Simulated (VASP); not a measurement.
# AgPt3 in VASP: further runs

AgPt3 is run at these levels: LDA; tasks: electric field gradients.

Everything below comes from runs of VASP 6.6.1. Logs are shortened: lines on timing, memory, paths and dates and some standing lists are left out, and cuts for length are marked.

### Step 1. The cell of the first run

It takes space group Pm-3m (No. 221, cubic). The conventional cell has a = 3.976 Å, b = 3.976 Å, c = 3.976 Å, α = 90.00°, β = 90.00°, γ = 90.00°. Within 3.7 Å of Ag (site symmetry m-3m) lie 12 Pt at 2.81 Å. Pt (site symmetry 4/mmm) has 4 Ag at 2.81 Å and 8 Pt at 2.81 Å within 3.7 Å.

### Step 2. Electric field gradients, LDA (volume scaled by 1.06)

Input file INCAR:

```
SYSTEM = AgPt3
  PREC = Accurate
  ENCUT = 520
  EDIFF = 1E-8
  ISMEAR = -1
  SIGMA = 0.08
  LREAL = .FALSE.
  LASPH = .TRUE.
  NELM = 100
  ALGO = Normal
  ISIF = 2
  LWAVE = .FALSE.
  LCHARG = .FALSE.
  GGA = CA
  LEFG = .TRUE.
  NBANDS = 28
```

Input file KPOINTS:

```
Automatic mesh
0
G
  9 9 9
  0 0 0
```

Input file POSCAR:

```
AgPt3
1.0
    3.9764900074      0.0000000000      0.0000000000
    0.0000000000      3.9764900074      0.0000000000
    0.0000000000      0.0000000000      3.9764900074
Ag Pt
1 3
Direct
    0.0000000000      0.0000000000      0.0000000000
    0.0000000000      0.5000000000      0.5000000000
    0.5000000000      0.0000000000      0.5000000000
    0.5000000000      0.5000000000      0.0000000000
```

Potentials or basis: VASP PAW LDA potentials, release 64 (Ag, Pt).

Command:

```sh
> cat potpaw_LDA.64/Ag/POTCAR potpaw_LDA.64/Pt/POTCAR > POTCAR
> mpirun -np 1 vasp_std > vasp.out
```

OUTCAR:

```text
SYSTEM = AgPt3
   PREC = Accurate
   ENCUT = 520
   EDIFF = 1E-8
   ISMEAR = -1
   LREAL = .FALSE.
   LASPH = .TRUE.
   NELM = 100
   ISIF = 2
   GGA = CA

 ion  position               nearest neighbor table
   1  0.000  0.000  0.000-   2 2.81   3 2.81   4 2.81   2 2.81   3 2.81   2 2.81   4 2.81   2 2.81
                             3 2.81   4 2.81   3 2.81   4 2.81
   2  0.000  0.500  0.500-   1 2.81   3 2.81   4 2.81   1 2.81   4 2.81   1 2.81   3 2.81   1 2.81
                             3 2.81   4 2.81   4 2.81   3 2.81
   3  0.500  0.000  0.500-   1 2.81   2 2.81   4 2.81   1 2.81   4 2.81   2 2.81   4 2.81   4 2.81
                             1 2.81   2 2.81   1 2.81   2 2.81
   4  0.500  0.500  0.000-   1 2.81   2 2.81   3 2.81   2 2.81   3 2.81   1 2.81   3 2.81   3 2.81
                             1 2.81   2 2.81   2 2.81   1 2.81

  LATTYP: Found a simple cubic cell.
 ALAT       =     3.9764900074

  Lattice vectors:

 A1 = (   3.9764900074,   0.0000000000,   0.0000000000)
 A2 = (   0.0000000000,   3.9764900074,   0.0000000000)
 A3 = (   0.0000000000,   0.0000000000,   3.9764900074)

Analysis of symmetry for initial positions (statically):
=====================================================================
 Subroutine PRICEL returns:
 Original cell was already a primitive cell.

 Routine SETGRP: Setting up the symmetry group for a
 simple cubic supercell.

 Subroutine GETGRP returns: Found 48 space group operations
 (whereof 48 operations were pure point group operations)
 out of a pool of 48 trial point group operations.

The static configuration has the point symmetry O_h .

Analysis of symmetry for dynamics (positions and initial velocities):
=====================================================================
 Subroutine PRICEL returns:
 Original cell was already a primitive cell.

 Routine SETGRP: Setting up the symmetry group for a
 simple cubic supercell.

 Subroutine GETGRP returns: Found 48 space group operations
 (whereof 48 operations were pure point group operations)
 out of a pool of 48 trial point group operations.

The dynamic configuration has the point symmetry O_h .

 Subroutine INISYM returns: Found 48 space group operations
 (whereof 48 operations are pure point group operations),
 and found     1 'primitive' translations

----------------------------------------------------------------------------------------

                                     Primitive cell

  volume of cell :      62.8781

  direct lattice vectors                    reciprocal lattice vectors
     3.976490007  0.000000000  0.000000000     0.251478062  0.000000000  0.000000000
     0.000000000  3.976490007  0.000000000     0.000000000  0.251478062  0.000000000
     0.000000000  0.000000000  3.976490007     0.000000000  0.000000000  0.251478062

  length of vectors
     3.976490007  3.976490007  3.976490007     0.251478062  0.251478062  0.251478062

  position of ions in fractional coordinates (direct lattice)
     0.000000000  0.000000000  0.000000000
     0.000000000  0.500000000  0.500000000
     0.500000000  0.000000000  0.500000000
     0.500000000  0.500000000  0.000000000

  ion indices of the primitive-cell ions
   primitive index   ion index
                 1           1
                 2           2
                 3           3
                 4           4

----------------------------------------------------------------------------------------

 KPOINTS: Automatic mesh

Automatic generation of k-mesh.
 Grid dimensions read from file:
 generate k-points for:    9    9    9

 Generating k-lattice:

  Cartesian coordinates                     Fractional coordinates (reciprocal lattice)
     0.027942007  0.000000000  0.000000000     0.111111111  0.000000000  0.000000000
     0.000000000  0.027942007  0.000000000     0.000000000  0.111111111  0.000000000
     0.000000000  0.000000000  0.027942007     0.000000000  0.000000000  0.111111111

[... 39 lines left out ...]
   number of dos      NEDOS =    301   number of ions     NIONS =      4
   total plane-waves  NPLWV =  27000
   dimension x,y,z NGX =    30 NGY =   30 NGZ =   30
   dimension x,y,z NGXF=    60 NGYF=   60 NGZF=   60
   ions per type =               1   3
   NGX,Y,Z   is equivalent  to a cutoff of  12.54, 12.54, 12.54 a.u.
   NGXF,Y,Z  is equivalent  to a cutoff of  25.08, 25.08, 25.08 a.u.
 SYSTEM =  AgPt3
   PREC   = accura    normal or accurate (medium, high low for compatibility)
   ISTART =      0    job   : 0-new  1-cont  2-samecut
   ICHARG =      2    charge: 1-file 2-atom 10-const
   ISPIN  =      1    spin polarized calculation?
   LNONCOLLINEAR =      F non collinear calculations
   LSORBIT =      F    spin-orbit coupling
   LASPH  =      T    aspherical Exc in radial PAW
   ENCUT  =  520.0 eV  38.22 Ry    6.18 a.u.   7.39  7.39  7.39*2*pi/ulx,y,z
   NELM   =    100;   NELMIN=  2; NELMDL= -5     # of ELM steps
   EDIFF  = 0.1E-07   stopping-criterion for ELM
   LREAL  =      F    real-space projection
   EDIFFG = 0.1E-06   stopping-criterion for IOM
   NSW    =      0    number of steps for IOM
   IBRION =     -1    ionic relax: 0-MD 1-quasi-New 2-CG
   NFREE  =      0    steps in history (QN), initial steepest desc. (CG)
   ISIF   =      2    stress and relaxation
   ISYM   =      2    0-nonsym 1-usesym 2-fastsym
   POTIM  = 0.5000    time-step for ionic-motion
   TEBEG  =    0.0;   TEEND  =   0.0 temperature during run
   PSTRESS=    0.0 pullay stress
   NELECT =      41.0000    total number of electrons
   NUPDOWN=      -1.0000    fix difference up-down
   EMIN   =  10.00;   EMAX   =-10.00  energy-range for DOS
   EFERMI =   0.00;   METHOD = LEGACY
   ISMEAR =    -1;   SIGMA  =   0.08  broadening in eV -4-tet -1-fermi 0-gaus
   EFERMI_NEDOS =   21; number of points for ismear=-14 and -15
   IALGO  =     38    algorithm
   IMIX   =      4    mixing-type and parameters
     AMIX     =   0.40;   BMIX     =  1.00
     AMIX_MAG =   1.60;   BMIX_MAG =  1.00
  volume/ion in A,a.u.               =      15.72       106.08
  Fermi-wavevector in a.u.,A,eV,Ry     =   1.419612  2.682677 27.419784  2.015297
  Thomas-Fermi vector in A             =   2.540614
   LORBIT       =      0    0 simple, 1 ext, 2 COOP (PROOUT), +10 PAW based schemes
   GGA     = CA    functional components
   LHFCALC =     F    Hartree Fock is set to
   AEXX    =    0.0000 exact exchange contribution
   IVDW    =     0    specifies the selected vdW correction
   LEPSILON=     F    determine dielectric tensor
   LRPA    =     F    only Hartree local field effects (RPA)
 non-spin polarized calculation
  energy-cutoff  :      520.00
  volume of cell :       62.88
 maximum number of plane-waves:      1743
 NGX is ok and might be reduce to    30
   NGX = 15   NGY = 15   NGZ = 15

 number of electron      41.0000007 magnetization

 Free energy of the ion-electron system (eV)
  ---------------------------------------------------
  ext. energy  EPLUGINS =         0.00000000
  ---------------------------------------------------
  free energy    TOTEN  =       -26.15316900 eV

  energy without entropy =      -26.07670646  energy(sigma->0) =      -26.11493773

 E-fermi :   9.7971     XC(G=0): -13.3525

 val. band max:        9.7529824327   @ k =   0.4444   0.3333   0.2222
 cond. band min:       9.7998598046   @ k =   0.4444   0.2222   0.1111
 fundamental gap:      0.0468773720
 Fermi energy:         9.7971392216

 k-point     1 :       0.0000    0.0000    0.0000
  band No.  band energies     occupation
      1       0.5975      2.00000
      2       3.3111      2.00000
      3       3.3111      2.00000
      4       3.5159      2.00000
      5       3.7060      2.00000
      6       3.7060      2.00000
[... 733 lines left out ...]
     27      20.2591      0.00000
     28      21.3728      0.00000

 [... further k-points ...]
[... 5 lines left out ...]
  --------------------------------------------------------------------------------------
  -------------------------------------------------------------------------------------
  Total       -4.2507479     -4.2507479     -4.2507479      0.0000000      0.0000000      0.0000000
  in kB     -108.3119170   -108.3119170   -108.3119170      0.0000000      0.0000000      0.0000000
  external PRESSURE =    -108.3119170 kB  Pullay stress =       0.0000000 kB

 VOLUME and BASIS-vectors are now :
 -----------------------------------------------------------------------------
  energy-cutoff  :      520.00
  volume of cell :       62.88
      direct lattice vectors                 reciprocal lattice vectors
     3.976490007  0.000000000  0.000000000     0.251478062  0.000000000  0.000000000
     0.000000000  3.976490007  0.000000000     0.000000000  0.251478062  0.000000000
     0.000000000  0.000000000  3.976490007     0.000000000  0.000000000  0.251478062

 POSITION                                       TOTAL-FORCE (eV/Angst)
 -----------------------------------------------------------------------------------
      0.00000      0.00000      0.00000         0.000000      0.000000      0.000000
      0.00000      1.98825      1.98825         0.000000      0.000000      0.000000
      1.98825      0.00000      1.98825         0.000000      0.000000      0.000000
      1.98825      1.98825      0.00000         0.000000      0.000000      0.000000
 -----------------------------------------------------------------------------------
    total drift:                                0.000000      0.000000     -0.000000

  FREE ENERGIE OF THE ION-ELECTRON SYSTEM (eV)
  ---------------------------------------------------
  free  energy   TOTEN  =       -26.1531689953 eV

  energy  without entropy=      -26.0767064648  energy(sigma->0) =      -26.11493773

 Electric field gradients (V/A^2)
---------------------------------------------------------------------
 ion       V_xx      V_yy      V_zz      V_xy      V_xz      V_yz
---------------------------------------------------------------------
   1      -0.000    -0.000    -0.000     0.000     0.000    -0.000
   2     -10.039     5.020     5.020     0.000     0.000    -0.000
   3       5.020   -10.039     5.020    -0.000     0.000     0.000
   4       5.020     5.020   -10.039     0.000     0.000    -0.000
---------------------------------------------------------------------

 Electric field gradients after diagonalization (V/A^2)
 (convention: |V_zz| > |V_xx| > |V_yy|)
----------------------------------------------------------------------
 ion       V_xx      V_yy      V_zz     asymmetry (V_yy - V_xx)/ V_zz
----------------------------------------------------------------------
   1      -0.000    -0.000    -0.000      -0.259
   2       5.020     5.020   -10.039       0.000
   3       5.020     5.020   -10.039       0.000
   4       5.020     5.020   -10.039       0.000
----------------------------------------------------------------------

           NMR quadrupolar parameters

 Cq : quadrupolar parameter    Cq=e*Q*V_zz/h
 eta: asymmetry parameters     (V_yy - V_xx)/ V_zz
 Q  : nuclear electric quadrupole moment in mb (millibarn)
----------------------------------------------------------------------
 ion       Cq(MHz)       eta       Q (mb)
----------------------------------------------------------------------
   1      -0.000      -0.259       1.000
   2      -0.024       0.000       1.000
   3      -0.024       0.000       1.000
   4      -0.024       0.000       1.000
----------------------------------------------------------------------
```

It took 41 s on 1 thread of Intel Xeon Platinum 8124M at 3.00GHz (Skylake/Cascade Lake), shared host; peak memory 0.18 GiB.

What came out:

```
Free energy : -26.1532 eV
Pressure    : -10.8 GPa
```

Electric field gradients, principal values (V/Å²):
| atom | least | middle | greatest (by size) |
| --- | --- | --- | --- |
| 1 Ag | 0.000 | 0.000 | 0.000 |
| 2 Pt | 5.020 | 5.020 | -10.039 |
| 3 Pt | 5.020 | 5.020 | -10.039 |
| 4 Pt | 5.020 | 5.020 | -10.039 |

Caveat: without QUAD_EFG the Cq values of the log hold for a quadrupole moment of 1 mb, not for the nuclei; spin-orbit coupling is left out, which moves the levels of the heavy elements.

[end of part 1 of 3]
